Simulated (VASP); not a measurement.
# BN (R3m) in VASP: a series of runs, part 2 of 2

VASP 6.6.1. Earlier steps stand in the parts before.

### Step 4. Vibrations by perturbation theory, PBEsol

This run uses another cell than the first one, of 8.92 Å³/atom, 1.035 times its volume.

The input, INCAR:

```
PREC     = Accurate       # precision mode
ENCUT    = 520            # plane-wave cutoff, eV
EDIFF    = 1E-8           # SCF threshold, eV
ISMEAR   = 0              # smearing method
SIGMA    = 0.01           # smearing width, eV
LREAL    = F              # projectors in reciprocal space
LASPH    = T              # aspherical terms in the spheres
NELM     = 100            # most SCF steps
ALGO     = Normal         # electronic algorithm
ISIF     = 2              # what is computed and relaxed
LWAVE    = F              # write WAVECAR
LCHARG   = T              # write CHGCAR
GGA      = PS             # functional
IBRION   = 8              # ionic algorithm
NSW      = 1              # ionic steps
LEPSILON = T              # dielectric tensor by DFPT
```

The input, KPOINTS:

```
Automatic mesh
0
Gamma
  12 12 12
```

The input, POSCAR:

```
BN
1.0
    1.2509908407      0.7222598986      3.2892269505
   -1.2509908407      0.7222598986      3.2892269505
    0.0000000000     -1.4445197972      3.2892269505
B N
1 1
Direct
    0.9996999699      0.9996999699      0.9996999699
    0.3327330301      0.3327330301      0.3327330301
```

Potentials or basis: VASP PAW PBE potentials, release 64 (B, N).

The run is started by

```sh
cat potpaw_PBE.64/B/POTCAR potpaw_PBE.64/N/POTCAR > POTCAR
mpirun -np 1 vasp_std > vasp.out
```

OUTCAR:

```text
PREC = Accurate
   ENCUT = 520
   EDIFF = 1E-8
   ISMEAR = 0
   LREAL = F
   LASPH = T
   NELM = 100
   ISIF = 2
   GGA = PS
   IBRION = 8
   NSW = 1
   LEPSILON = T

 ion  position               nearest neighbor table
   1  1.000  1.000  1.000-   2 1.44   2 1.44   2 1.44
   2  0.333  0.333  0.333-   1 1.44   1 1.44   1 1.44

  LATTYP: Found a trigonal (rhomboedric) cell.
 ALAT       =     3.5924436497
 COS(alpha) =     0.7574739875

  Lattice vectors:

 A1 = (   1.2509908407,   0.7222598986,   3.2892269505)
 A2 = (  -1.2509908407,   0.7222598986,   3.2892269505)
 A3 = (   0.0000000000,  -1.4445197972,   3.2892269505)

Analysis of symmetry for initial positions (statically):
=====================================================================
 Subroutine PRICEL returns:
 Original cell was already a primitive cell.

 Routine SETGRP: Setting up the symmetry group for a
 trigonal (rhombohedral) supercell.

 Subroutine GETGRP returns: Found  6 space group operations
 (whereof  6 operations were pure point group operations)
 out of a pool of 12 trial point group operations.

The static configuration has the point symmetry C_3v.

Analysis of symmetry for dynamics (positions and initial velocities):
=====================================================================
 Subroutine PRICEL returns:
 Original cell was already a primitive cell.

 Routine SETGRP: Setting up the symmetry group for a
 trigonal (rhombohedral) supercell.

 Subroutine GETGRP returns: Found  6 space group operations
 (whereof  6 operations were pure point group operations)
 out of a pool of 12 trial point group operations.

The dynamic configuration has the point symmetry C_3v.

 Subroutine INISYM returns: Found  6 space group operations
 (whereof  6 operations are pure point group operations),
 and found     1 'primitive' translations

----------------------------------------------------------------------------------------

                                     Primitive cell

  volume of cell :      17.8317

  direct lattice vectors                    reciprocal lattice vectors
     1.250990841  0.722259899  3.289226950     0.399683182  0.230757193  0.101340935
    -1.250990841  0.722259899  3.289226950    -0.399683182  0.230757193  0.101340935
     0.000000000 -1.444519797  3.289226950     0.000000000 -0.461514386  0.101340935

  length of vectors
     3.592443650  3.592443650  3.592443650     0.472509802  0.472509802  0.472509802

  position of ions in fractional coordinates (direct lattice)
[... 467 lines left out ...]

------------------------ aborting loop because EDIFF is reached ----------------------------------------

--------------------------------------- Ionic step        7  -------------------------------------------

------------------------ aborting loop because EDIFF is reached ----------------------------------------

[... ionic steps 8 to 8 ...]

--------------------------------------- Ionic step        9  -------------------------------------------

 Free energy of the ion-electron system (eV)
  ---------------------------------------------------
  ---------------------------------------------------
  free energy    TOTEN  =        -0.24599634 eV

  energy without entropy =       -0.24599634

------------------------ aborting loop because EDIFF is reached ----------------------------------------

 INTERNAL STRAIN TENSOR  FOR ION    2  DIRECTION 3   (eV/Angst):
 -----------------------------------------------------------------------------
    -0.10351  0.00000  0.00000
     0.00000 -0.10351  0.00000
     0.00000  0.00000  0.47913

 MACROSCOPIC STATIC DIELECTRIC TENSOR (including local field effects in DFT)
 ------------------------------------------------------
           4.878385     0.000000    -0.000000
           0.000000     4.878385    -0.000000
           0.000000     0.000000     2.741082
 ------------------------------------------------------

 PIEZOELECTRIC TENSOR (including local field effects)  for field in x, y, z        (e  Angst)
          XX          YY          ZZ          XY          YZ          ZX
  --------------------------------------------------------------------------------
  x    -0.00000     0.00000    -0.00000     1.25478     0.00000     0.02205
  y     1.25478    -1.25478     0.00000     0.00000     0.02205     0.00000
  z     0.04133     0.04133    -0.11736     0.00000     0.00000     0.00000

 PIEZOELECTRIC TENSOR (including local field effects)  for field in x, y, z        (C/m^2)
          XX          YY          ZZ          XY          YZ          ZX
  --------------------------------------------------------------------------------
  x    -0.00000     0.00000    -0.00000     1.12742     0.00000     0.01981
  y     1.12742    -1.12742     0.00000     0.00000     0.01981     0.00000
  z     0.03713     0.03713    -0.10545     0.00000     0.00000     0.00000

 BORN EFFECTIVE CHARGES (including local field effects) (in |e|, cummulative output)
 ---------------------------------------------------------------------------------
 ion    1
    1     2.69832     0.00000     0.00000
    2     0.00000     2.69832     0.00000
    3     0.00000     0.00000     0.71701
 ion    2
    1    -2.69832     0.00000     0.00000
    2     0.00000    -2.69832     0.00000
    3     0.00000     0.00000    -0.71701

 INTERNAL STRAIN TENSOR FOR ION    2 for displacements in x,y,z  (eV/Angst):
          X           Y           Z          XY          YZ          ZX
  --------------------------------------------------------------------------------
  x     0.00000     0.00000     0.00000    13.21435     0.00000     0.05851
  y    13.21435   -13.21435     0.00000    -0.00000    -0.04198     0.00000
  z    -0.10351    -0.10351     0.47913     0.00000     0.00000     0.00000

 SECOND DERIVATIVES (NOT SYMMETRIZED)
 ------------------------------------
               1X          1Y          1Z          2X          2Y          2Z
  1X   -41.924892    0.000000    0.000000   41.924892    0.000000   -0.000000
  1Y     0.000000  -41.924892    0.000000    0.000000   41.924892    0.000000
  1Z     0.000000    0.000000  -12.473408    0.000000    0.000000   12.473408
  2X    41.933001    0.000000    0.000000  -41.933001   -0.000000   -0.000000
  2Y    -0.000000   41.933001    0.000000    0.000000  -41.933001    0.000000
  2Z     0.000000    0.000000   12.472504    0.000000    0.000000  -12.472504

 Eigenvectors and eigenvalues of the dynamical matrix
 ----------------------------------------------------

   1 f  =   40.984857 THz   257.515453 2PiTHz 1367.107683 cm-1   169.499674 meV
             X         Y         Z           dx          dy          dz
      0.000000  0.000000  9.864720    -0.751156    0.000000    0.000000
      0.000000  0.000000  3.283303     0.660124   -0.000000    0.000000
[... 21 lines left out ...]
   6 f/i=    0.001965 THz     0.012347 2PiTHz    0.065548 cm-1     0.008127 meV
             X         Y         Z           dx          dy          dz
      0.000000  0.000000  9.864720     0.659919    0.016461   -0.000000
      0.000000  0.000000  3.283303     0.750923    0.018731   -0.000000

--------------------------------------------------------------------------------------------------------

 MACROSCOPIC STATIC DIELECTRIC TENSOR IONIC CONTRIBUTION
 ------------------------------------------------------
           1.762160    -0.000000     0.000000
          -0.000000     1.762160     0.000000
           0.000000     0.000000     0.418263
 ------------------------------------------------------

 ELASTIC MODULI CONTR FROM IONIC RELAXATION (kBar)
 Direction    XX          YY          ZZ          XY          YZ          ZX
 --------------------------------------------------------------------------------
 XX        -372.6206    372.4669      0.3529      0.0000      0.6813      0.0000
 YY         372.4669   -372.6206      0.3529     -0.0000     -0.6813     -0.0000
 ZZ           0.3529      0.3529     -1.6199     -0.0000      0.0000     -0.0000
 XY           0.0000     -0.0000     -0.0000   -372.5437      0.0000     -0.9074
 YZ           0.6813     -0.6813      0.0000      0.0000     -0.0012      0.0000
 ZX           0.0000     -0.0000     -0.0000     -0.9074      0.0000     -0.0022
 --------------------------------------------------------------------------------

 PIEZOELECTRIC TENSOR IONIC CONTR  for field in x, y, z        (C/m^2)
          XX          YY          ZZ          XY          YZ          ZX
  --------------------------------------------------------------------------------
  x     0.00000    -0.00000    -0.00000    -0.76240     0.00000    -0.00186
  y    -0.76240     0.76240    -0.00000     0.00000     0.00139     0.00000
  z     0.00534     0.00534    -0.02449    -0.00000     0.00000    -0.00000
```

It took 20 min on 1 thread of Intel Xeon Platinum 8488C (Sapphire Rapids), shared host; peak memory 0.47 GiB.

Results:

```
Electronic dielectric tensor (diagonal)                 : 4.88, 4.88, 2.74
Born charges (mean of the diagonal)                     : B +2.04; N -2.04 e
Highest phonon frequency at Γ, LO-TO splitting left out : 1367 cm⁻¹
```

Phonon frequencies in cm⁻¹ (negative: imaginary):
| q point | frequencies |
| --- | --- |
| (0.000, 0.000, 0.000) | 0 0 0 746 1367 1367 |

Electronic dielectric tensor:
```
4.88 0.00 0.00
0.00 4.88 0.00
0.00 0.00 2.74
```

Born effective charge tensors (e):
atom 1, B
```
2.70 0.00 0.00
0.00 2.70 0.00
0.00 0.00 0.72
```
atom 2, N
```
-2.70  0.00  0.00
 0.00 -2.70  0.00
 0.00  0.00 -0.72
```

Caveat: the cell wasn't relaxed at this level first, which shifts response properties; the PAW data sets were made with another functional, which shifts forces and pressure a little.

### Step 5. Vibrations by perturbation theory, PBEsol

This run uses another cell than the first one, of 8.24 Å³/atom, 0.956 times its volume.

The input, INCAR:

```
SYSTEM = BN
PREC = Accurate
ENCUT = 520
EDIFF = 1E-8
ISMEAR = 0
SIGMA = 0.01
LREAL = .False.
LASPH = .True.
NELM = 100
ALGO = Normal
ISIF = 2
LWAVE = .False.
LCHARG = .False.
GGA = PS
NBANDS = 11
IBRION = 8
NSW = 1
LEPSILON = .True.
```

The input, KPOINTS:

```
regular mesh
0
Gamma
  12 12 12
  0 0 0
```

The input, POSCAR:

```
BN
1.0
    1.2480468283      0.7205601723      3.0535786520
   -1.2480468283      0.7205601723      3.0535786520
    0.0000000000     -1.4411203445      3.0535786520
B N
1 1
Direct
    0.9999300482      0.9999300482      0.9999300482
    0.3325029518      0.3325029518      0.3325029518
```

Potentials or basis: VASP PAW PBE potentials, release 64 (B, N).

The run is started by

```sh
cat potpaw_PBE.64/B/POTCAR potpaw_PBE.64/N/POTCAR > POTCAR
mpirun -np 1 vasp_std > vasp.out
```

OUTCAR:

```text
SYSTEM = BN
   PREC = Accurate
   ENCUT = 520
   EDIFF = 1E-8
   ISMEAR = 0
   LREAL = .False.
   LASPH = .True.
   NELM = 100
   ISIF = 2
   GGA = PS
   IBRION = 8
   NSW = 1
   LEPSILON = .True.

 ion  position               nearest neighbor table
   1  1.000  1.000  1.000-   2 1.44   2 1.44   2 1.44
   2  0.333  0.333  0.333-   1 1.44   1 1.44   1 1.44

  LATTYP: Found a trigonal (rhomboedric) cell.
 ALAT       =     3.3765619247
 COS(alpha) =     0.7267612312

  Lattice vectors:

 A1 = (   1.2480468283,   0.7205601723,   3.0535786520)
 A2 = (  -1.2480468283,   0.7205601723,   3.0535786520)
 A3 = (   0.0000000000,  -1.4411203445,   3.0535786520)

Analysis of symmetry for initial positions (statically):
=====================================================================
 Subroutine PRICEL returns:
 Original cell was already a primitive cell.

 Routine SETGRP: Setting up the symmetry group for a
 trigonal (rhombohedral) supercell.

 Subroutine GETGRP returns: Found  6 space group operations
 (whereof  6 operations were pure point group operations)
 out of a pool of 12 trial point group operations.

The static configuration has the point symmetry C_3v.

Analysis of symmetry for dynamics (positions and initial velocities):
=====================================================================
 Subroutine PRICEL returns:
 Original cell was already a primitive cell.

 Routine SETGRP: Setting up the symmetry group for a
 trigonal (rhombohedral) supercell.

[... 606 lines left out ...]
          XX          YY          ZZ          XY          YZ          ZX
  --------------------------------------------------------------------------------
  x     0.00000     0.00000     0.00000     1.20987     0.00000     0.03578
  y     1.20987    -1.20987    -0.00000     0.00000     0.03578     0.00000
  z     0.07629     0.07629    -0.21228     0.00000    -0.00000     0.00000

 BORN EFFECTIVE CHARGES (including local field effects) (in |e|, cummulative output)
 ---------------------------------------------------------------------------------
 ion    1
    1     2.68867     0.00000     0.00000
    2     0.00000     2.68867     0.00000
    3     0.00000     0.00000     0.86427
 ion    2
    1    -2.68867     0.00000     0.00000
    2     0.00000    -2.68867    -0.00000
    3     0.00000    -0.00000    -0.86427

 INTERNAL STRAIN TENSOR FOR ION    2 for displacements in x,y,z  (eV/Angst):
          X           Y           Z          XY          YZ          ZX
  --------------------------------------------------------------------------------
  x     0.00000     0.00000     0.00000    13.77242    -0.00000     0.17415
  y    13.77242   -13.77242     0.00000     0.00000     0.02838    -0.00000
  z    -0.19616    -0.19616     1.01180     0.00000     0.00000     0.00000

 SECOND DERIVATIVES (NOT SYMMETRIZED)
 ------------------------------------
               1X          1Y          1Z          2X          2Y          2Z
  1X   -42.722123    0.000000   -0.000000   42.722123   -0.000000    0.000000
  1Y     0.000000  -42.722123   -0.000000    0.000000   42.722123    0.000000
  1Z     0.000000   -0.000000  -11.781859    0.000000    0.000000   11.781859
  2X    42.731583    0.000000    0.000000  -42.731583   -0.000000    0.000000
  2Y     0.000000   42.731583    0.000000    0.000000  -42.731583   -0.000000
  2Z     0.000000    0.000000   11.780087    0.000000   -0.000000  -11.780087

 Eigenvectors and eigenvalues of the dynamical matrix
 ----------------------------------------------------

   1 f  =   41.372952 THz   259.953927 2PiTHz 1380.053145 cm-1   171.104706 meV
             X         Y         Z           dx          dy          dz
      0.000000  0.000000  9.160095    -0.751152    0.000000   -0.000000
      0.000000  0.000000  3.045972     0.660130   -0.000000   -0.000000
[... 21 lines left out ...]
   6 f/i=    0.002271 THz     0.014269 2PiTHz    0.075752 cm-1     0.009392 meV
             X         Y         Z           dx          dy          dz
      0.000000  0.000000  9.160095    -0.630666    0.195015   -0.000000
      0.000000  0.000000  3.045972    -0.717626    0.221905   -0.000000

--------------------------------------------------------------------------------------------------------

 MACROSCOPIC STATIC DIELECTRIC TENSOR IONIC CONTRIBUTION
 ------------------------------------------------------
           1.858142     0.000000    -0.000000
           0.000000     1.858142     0.000000
          -0.000000     0.000000     0.696337
 ------------------------------------------------------

 ELASTIC MODULI CONTR FROM IONIC RELAXATION (kBar)
 Direction    XX          YY          ZZ          XY          YZ          ZX
 --------------------------------------------------------------------------------
 XX        -430.0423    429.4126      1.6243     -0.0000     -1.7198     -0.0000
 YY         429.4126   -430.0423      1.6243      0.0000      1.7198      0.0000
 ZZ           1.6243      1.6243     -8.3800     -0.0000     -0.0000      0.0000
 XY          -0.0000      0.0000     -0.0000   -429.7275     -0.0000     -4.2917
 YZ          -1.7198      1.7198     -0.0000     -0.0000     -0.0069     -0.0000
 ZX          -0.0000      0.0000      0.0000     -4.2917     -0.0000     -0.0429
 --------------------------------------------------------------------------------

 PIEZOELECTRIC TENSOR IONIC CONTR  for field in x, y, z        (C/m^2)
          XX          YY          ZZ          XY          YZ          ZX
  --------------------------------------------------------------------------------
  x    -0.00000     0.00000    -0.00000    -0.84083    -0.00000    -0.00840
  y    -0.84083     0.84083    -0.00000    -0.00000    -0.00337    -0.00000
  z     0.01393     0.01393    -0.07188     0.00000    -0.00000     0.00000
```

Run time: 16 min. Hardware: 1 thread of Intel Xeon Platinum 8375C at 2.90GHz (Ice Lake), shared host; peak memory 0.47 GiB.

Results:

```yaml
Electronic_dielectric_tensor_diagonal: 5.14, 5.14, 3.11
Born_charges_mean_of_the_diagonal: B +2.08; N -2.08 e
Highest_phonon_frequency_at_Γ_LO-TO_splitting_left_out: 1380 cm⁻¹
```

Phonon frequencies in cm⁻¹ (negative: imaginary):
| q point | frequencies |
| --- | --- |
| (0.000, 0.000, 0.000) | 0 0 0 725 1380 1380 |

Electronic dielectric tensor:
```
5.14 0.00 0.00
0.00 5.14 0.00
0.00 0.00 3.11
```

Born effective charge tensors (e):
atom 1, B
```
2.69 0.00 0.00
0.00 2.69 0.00
0.00 0.00 0.86
```
atom 2, N
```
-2.69  0.00  0.00
 0.00 -2.69  0.00
 0.00  0.00 -0.86
```

Caveat: the cell wasn't relaxed at this level first, which shifts response properties; the PAW data sets were made with another functional, which shifts forces and pressure a little.
